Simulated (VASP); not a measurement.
# BN (P6_3mc) in VASP: further runs, part 3 of 4

VASP 6.6.1.

### 4 Single point, r2SCAN (atoms displaced along a vibrational mode)

POSCAR reads:

```
BN
1.0
    2.5433243829      0.0000000000      0.0000000000
   -1.2716621915      2.2025835257      0.0000000000
    0.0000000000      0.0000000000      4.2068547497
B N
2 2
Direct
    0.3333333333      0.6666666667     -0.0191121685
    0.6666666667      0.3333333333      0.4808878315
    0.3333333333      0.6666666667      0.3931121685
    0.6666666667      0.3333333333      0.8931121685
```

INCAR.step1 reads:

```
PREC = Accurate
ENCUT = 520
ISMEAR = 0
SIGMA = 0.01
LREAL = F
LASPH = T
NELM = 100
NBANDS = 16
GGA = PE
ALGO = Normal
EDIFF = 1E-4
LWAVE = T
LCHARG = F
```

INCAR.step2 reads:

```
PREC = Accurate
ENCUT = 520
EDIFF = 1E-6
ISMEAR = 0
SIGMA = 0.01
LREAL = F
LASPH = T
NELM = 100
ALGO = Normal
ISIF = 2
LWAVE = F
LCHARG = F
METAGGA = R2SCAN
LMIXTAU = T
NBANDS = 16
ISTART = 1
```

KPOINTS reads:

```
regular mesh
0
Gamma
  12 12 6
```

Potentials or basis: VASP PAW PBE potentials, release 64 (B, N).

On the command line:

```console
$ cat potpaw_PBE.64/B/POTCAR potpaw_PBE.64/N/POTCAR > POTCAR
$ cp INCAR.step1 INCAR
$ mpirun -np 1 vasp_std > vasp.out
$ cp INCAR.step2 INCAR
$ mpirun -np 1 vasp_std > vasp.out
```

OUTCAR:

```text
PREC = Accurate
   ENCUT = 520
   EDIFF = 1E-6
   ISMEAR = 0
   LREAL = F
   LASPH = T
   NELM = 100
   ISIF = 2
   METAGGA = R2SCAN
   ISTART = 1

 ion  position               nearest neighbor table
   1  0.333  0.667  0.981-   4 1.51   4 1.51   4 1.51   3 1.73
   2  0.667  0.333  0.481-   3 1.51   3 1.51   3 1.51   4 1.73
   3  0.333  0.667  0.393-   2 1.51   2 1.51   2 1.51   1 1.73
   4  0.667  0.333  0.893-   1 1.51   1 1.51   1 1.51   2 1.73

  LATTYP: Found a hexagonal cell.
 ALAT       =     2.5433243829
 C/A-ratio  =     1.6540771511

  Lattice vectors:

 A1 = (   2.5433243829,   0.0000000000,   0.0000000000)
 A2 = (  -1.2716621915,   2.2025835257,   0.0000000000)
 A3 = (   0.0000000000,   0.0000000000,   4.2068547497)

Analysis of symmetry for initial positions (statically):
=====================================================================
 Subroutine PRICEL returns:
 Original cell was already a primitive cell.

 Routine SETGRP: Setting up the symmetry group for a
 hexagonal supercell.

 Subroutine GETGRP returns: Found 12 space group operations
 (whereof  6 operations were pure point group operations)
 out of a pool of 24 trial point group operations.

The static configuration has the point symmetry C_3v.
 The point group associated with its full space group is C_6v.

Analysis of symmetry for dynamics (positions and initial velocities):
=====================================================================
 Subroutine PRICEL returns:
 Original cell was already a primitive cell.

 Routine SETGRP: Setting up the symmetry group for a
 hexagonal supercell.

 Subroutine GETGRP returns: Found 12 space group operations
 (whereof  6 operations were pure point group operations)
 out of a pool of 24 trial point group operations.

The dynamic configuration has the point symmetry C_3v.
 The point group associated with its full space group is C_6v.

 Subroutine INISYM returns: Found 12 space group operations
 (whereof  6 operations are pure point group operations),
 and found     1 'primitive' translations

----------------------------------------------------------------------------------------

                                     Primitive cell

  volume of cell :      23.5663

  direct lattice vectors                    reciprocal lattice vectors
     2.543324383  0.000000000  0.000000000     0.393186181  0.227006147  0.000000000
    -1.271662191  2.202583526  0.000000000     0.000000000  0.454012294  0.000000000
     0.000000000  0.000000000  4.206854750     0.000000000  0.000000000  0.237707280

  length of vectors
     2.543324383  2.543324383  4.206854750     0.454012294  0.454012294  0.237707280

  position of ions in fractional coordinates (direct lattice)
     0.333333333  0.666666667  0.980887831
     0.666666667  0.333333333  0.480887831
     0.333333333  0.666666667  0.393112168
     0.666666667  0.333333333  0.893112168

  ion indices of the primitive-cell ions
   primitive index   ion index
                 1           1
                 2           2
                 3           3
                 4           4

----------------------------------------------------------------------------------------

 KPOINTS: regular mesh

Automatic generation of k-mesh.
 Grid dimensions read from file:
 generate k-points for:   12   12    6

 Generating k-lattice:

  Cartesian coordinates                     Fractional coordinates (reciprocal lattice)
     0.032765515  0.018917179  0.000000000     0.083333333  0.000000000  0.000000000
     0.000000000  0.037834358  0.000000000     0.000000000  0.083333333  0.000000000
     0.000000000  0.000000000  0.039617880     0.000000000  0.000000000  0.166666667

  Length of vectors
     0.037834358  0.037834358  0.039617880

  Shift w.r.t. Gamma in fractional coordinates (k-lattice)
     0.000000000  0.000000000  0.000000000

 Subroutine IBZKPT returns following result:
 ===========================================

 Found     76 irreducible k-points:

 Following reciprocal coordinates:
            Coordinates               Weight
  0.000000  0.000000  0.000000      1.000000
  0.083333  0.000000  0.000000      6.000000
  0.166667  0.000000  0.000000      6.000000
  0.250000  0.000000  0.000000      6.000000
  0.333333  0.000000  0.000000      6.000000
  0.416667  0.000000  0.000000      6.000000
[... 16 lines left out ...]
  0.250000  0.000000  0.166667     12.000000
  0.333333  0.000000  0.166667     12.000000
 [... further k-points ...]
   k-points           NKPTS =     76   k-points in BZ     NKDIM =     76   number of bands    NBANDS=     16
   number of dos      NEDOS =    301   number of ions     NIONS =      4
   total plane-waves  NPLWV =  12800
   dimension x,y,z NGX =    20 NGY =   20 NGZ =   32
   dimension x,y,z NGXF=    40 NGYF=   40 NGZF=   64
   ions per type =               2   2
   NGX,Y,Z   is equivalent  to a cutoff of  13.07, 13.07, 12.65 a.u.
   NGXF,Y,Z  is equivalent  to a cutoff of  26.15, 26.15, 25.29 a.u.
 SYSTEM =  unknown system
   PREC   = accura    normal or accurate (medium, high low for compatibility)
   ISTART =      1    job   : 0-new  1-cont  2-samecut
   ICHARG =      0    charge: 1-file 2-atom 10-const
   ISPIN  =      1    spin polarized calculation?
   LNONCOLLINEAR =      F non collinear calculations
   LSORBIT =      F    spin-orbit coupling
   LASPH  =      T    aspherical Exc in radial PAW
   ENCUT  =  520.0 eV  38.22 Ry    6.18 a.u.   4.73  4.73  7.82*2*pi/ulx,y,z
   NELM   =    100;   NELMIN=  2; NELMDL=  0     # of ELM steps
   EDIFF  = 0.1E-05   stopping-criterion for ELM
   LREAL  =      F    real-space projection
   EDIFFG = 0.1E-04   stopping-criterion for IOM
   NSW    =      0    number of steps for IOM
   IBRION =     -1    ionic relax: 0-MD 1-quasi-New 2-CG
   NFREE  =      0    steps in history (QN), initial steepest desc. (CG)
   ISIF   =      2    stress and relaxation
   ISYM   =      2    0-nonsym 1-usesym 2-fastsym
   POTIM  = 0.5000    time-step for ionic-motion
   TEBEG  =    0.0;   TEEND  =   0.0 temperature during run
   PSTRESS=    0.0 pullay stress
   NELECT =      16.0000    total number of electrons
   NUPDOWN=      -1.0000    fix difference up-down
   EMIN   =  10.00;   EMAX   =-10.00  energy-range for DOS
   EFERMI =   0.00;   METHOD = LEGACY
   ISMEAR =     0;   SIGMA  =   0.01  broadening in eV -4-tet -1-fermi 0-gaus
   EFERMI_NEDOS =   21; number of points for ismear=-14 and -15
   IALGO  =     38    algorithm
   IMIX   =      4    mixing-type and parameters
     AMIX     =   0.40;   BMIX     =  1.00
     AMIX_MAG =   1.60;   BMIX_MAG =  1.00
  volume/ion in A,a.u.               =       5.89        39.76
  Fermi-wavevector in a.u.,A,eV,Ry     =   1.438857  2.719045 28.168267  2.070309
  Thomas-Fermi vector in A             =   2.557777
   LORBIT       =      0    0 simple, 1 ext, 2 COOP (PROOUT), +10 PAW based schemes
   METAGGA = R2SCAN    functional components
   LHFCALC =     F    Hartree Fock is set to
   AEXX    =    0.0000 exact exchange contribution
   IVDW    =     0    specifies the selected vdW correction
   LEPSILON=     F    determine dielectric tensor
   LRPA    =     F    only Hartree local field effects (RPA)
 non-spin polarized calculation
 Gauss-broadening in eV      SIGMA  =   0.01
  energy-cutoff  :      520.00
  volume of cell :       23.57
 maximum number of plane-waves:       652
 NGX is ok and might be reduce to    20
   NGX =  9   NGY =  9   NGZ = 15

 number of electron      16.0000000 magnetization

 Free energy of the ion-electron system (eV)
  ---------------------------------------------------
  ext. energy  EPLUGINS =         0.00000000
  ---------------------------------------------------
  free energy    TOTEN  =       -37.81419480 eV

  energy without entropy =      -37.81419480  energy(sigma->0) =      -37.81419480

 E-fermi :   8.5121     XC(G=0): -13.6362

 val. band max:        8.4538697997   @ k =   0.0000   0.0000   0.0000
 cond. band min:      14.0871649672   @ k =   0.5000   0.0000   0.3333
 fundamental gap:      5.6332951675
 Fermi energy:         8.5120522959

 k-point     1 :       0.0000    0.0000    0.0000
  band No.  band energies     occupation
      1     -14.1015      2.00000
      2      -9.8453      2.00000
      3      -3.4967      2.00000
      4       4.7963      2.00000
      5       4.7963      2.00000
      6       6.6425      2.00000
[... 433 lines left out ...]
      3      -1.7121      2.00000
      4       0.0768      2.00000
      5       0.7438      2.00000
      6       2.4795      2.00000
[... 8 lines left out ...]
     15      24.5728      0.00000
     16      25.2067      0.00000

 [... further k-points ...]
[... 5 lines left out ...]
  --------------------------------------------------------------------------------------
  -------------------------------------------------------------------------------------
  Total        0.6194851      0.6194851      2.5246158     -0.0000000      0.0000000      0.0000000
  in kB       42.1162575     42.1162575    171.6383044     -0.0000000      0.0000000      0.0000000
  external PRESSURE =      85.2902731 kB  Pullay stress =       0.0000000 kB

 VOLUME and BASIS-vectors are now :
 -----------------------------------------------------------------------------
  energy-cutoff  :      520.00
  volume of cell :       23.57
      direct lattice vectors                 reciprocal lattice vectors
     2.543324383  0.000000000  0.000000000     0.393186181  0.227006147  0.000000000
    -1.271662191  2.202583526  0.000000000     0.000000000  0.454012294  0.000000000
     0.000000000  0.000000000  4.206854750     0.000000000  0.000000000  0.237707280

 POSITION                                       TOTAL-FORCE (eV/Angst)
 -----------------------------------------------------------------------------------
     -0.00000      1.46839      4.12645         0.000000      0.000000      2.411957
      1.27166      0.73419      2.02303        -0.000000     -0.000000      2.411957
     -0.00000      1.46839      1.65377        -0.000000      0.000000     -2.411957
      1.27166      0.73419      3.75719         0.000000     -0.000000     -2.411957
 -----------------------------------------------------------------------------------
    total drift:                                0.000000      0.000000      0.001282

  FREE ENERGIE OF THE ION-ELECTRON SYSTEM (eV)
  ---------------------------------------------------
  free  energy   TOTEN  =       -37.8141947967 eV

  energy  without entropy=      -37.8141947967  energy(sigma->0) =      -37.81419480
```

Wall time 2.1 min (1 thread of Intel Xeon 8259CL, shared host); peak memory 0.15 GiB.

What came out:

| Quantity | Value |
| --- | --- |
| Free energy | -37.8142 eV |
| Pressure | 8.5 GPa |
| Largest force | 2.412 eV/Å |
| Band gap on the k mesh | 5.63 eV (least direct gap 7.53 eV) |

Forces on the atoms (eV/Å):
```
B    0.000  0.000  2.412
B    0.000  0.000  2.412
N    0.000  0.000 -2.412
N    0.000  0.000 -2.412
```

Levels at points of the mesh, in eV from the valence-band top:
```tsv
k point	band 4	band 5	band 6	band 7	band 8	band 9	band 10	band 11	band 12	band 13
(0.00, 0.00, 0.00)	-3.66	-3.66	-1.81	-1.81	0.00	7.53	8.36	8.36	9.18	10.87
(0.50, 0.00, 0.00)	-9.71	-7.56	-6.69	-4.40	-4.22	6.18	7.61	10.87	12.54	12.76
(0.00, 0.00, 0.50)	-6.38	-2.81	-2.81	-2.81	-2.81	9.14	9.14	9.62	9.62	9.62
(0.50, 0.00, 0.50)	-11.61	-5.59	-5.59	-3.79	-3.79	5.78	5.78	8.89	8.89	16.12
```

Caveat: the cell differs from its parent crystal (atoms displaced along a vibrational mode); the cell stands under pressure; the PAW data sets were made with another functional, which shifts forces and pressure a little. A k mesh can miss the band edges.

(Continued in part 4 of 4.)
